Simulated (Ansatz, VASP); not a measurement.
# One calculation of Rb2Os, two programs

File INCAR:

```
PREC = Accurate
ENCUT = 520
EDIFF = 1E-7
ISMEAR = 0
SIGMA = 0.1
LREAL = F
LASPH = T
NELM = 80
ALGO = Normal
ISIF = 2
LWAVE = F
LCHARG = T
GGA = PE
LELF = T
LVHAR = T
NBANDS = 20
```

File KPOINTS:

```
regular mesh
0
Gamma
  6 6 2
```

The input POSCAR:

```
Rb2Os
1.0
    4.7467529400      0.0000000000      0.0000000000
   -2.3733764700      4.1108086300      0.0000000000
    0.0000000000      0.0000000000      9.8084404300
Rb Os
2 1
Direct
    0.3333333300      0.6666666700      0.2851644200
    0.6666666700      0.3333333300      0.7148355800
    0.0000000000      0.0000000000      0.0000000000
```

Input for Ansatz:

```yaml
crystal:
  lattice:
    - [4.74675294, 0.0, 0.0]
    - [-2.37337647, 4.11080863, 0.0]
    - [0.0, 0.0, 9.80844043]
  atoms:
    - { symbol: Rb, position: [0.33333333, 0.66666667, 0.28516442] }
    - { symbol: Rb, position: [0.66666667, 0.33333333, 0.71483558] }
    - { symbol: Os, position: [0.0, 0.0, 0.0] }
basis:
  ecutwfc: 420
kpoints:
  mp_grid: { grid: [6, 6, 2] }
hamiltonian:
  xc: pbe
scf:
  occupations: { method: gaussian, width: 0.1 }
  lower_state_search: "off"
output:
  forces: true
  stress: true
  eigenvalues: true
```

Alike in both runs: task single point; functional PBE; k mesh 6 × 6 × 2; occupations gaussian, width 0.1 eV; no spin polarisation.

```csv
,VASP,Ansatz
version,VASP 6.6.1,Ansatz 0.2.0
potentials or method,"VASP PAW PBE potentials, release 64 (Rb_sv, Os), cutoff 520 eV","scalar-relativistic, plane waves, PAW"
valence electrons in the cell,26,34
```

|  | VASP | Ansatz | Ansatz less VASP |
| --- | --- | --- | --- |
| gap on the k mesh at the Fermi level (eV) | none | none | - |
| pressure (GPa) | -2.1 | -2.1 | 0.00 |
| traceless stress, the component that is largest in VASP (GPa) | -0.79 | -0.78 | +0.013 |
| rms of the force components (eV/Å) | 0.351 | 0.351 | 0.0000 |

Atom by atom the forces differ by 0.000 eV/Å (rms over components). A gap of «none» marks a metal or a gap that the smearing closes. VASP's potentials hold 26 valence electrons a cell and Ansatz's 34, so a difference there can come from the potentials and not from the codes.

Spin-orbit coupling is off throughout.
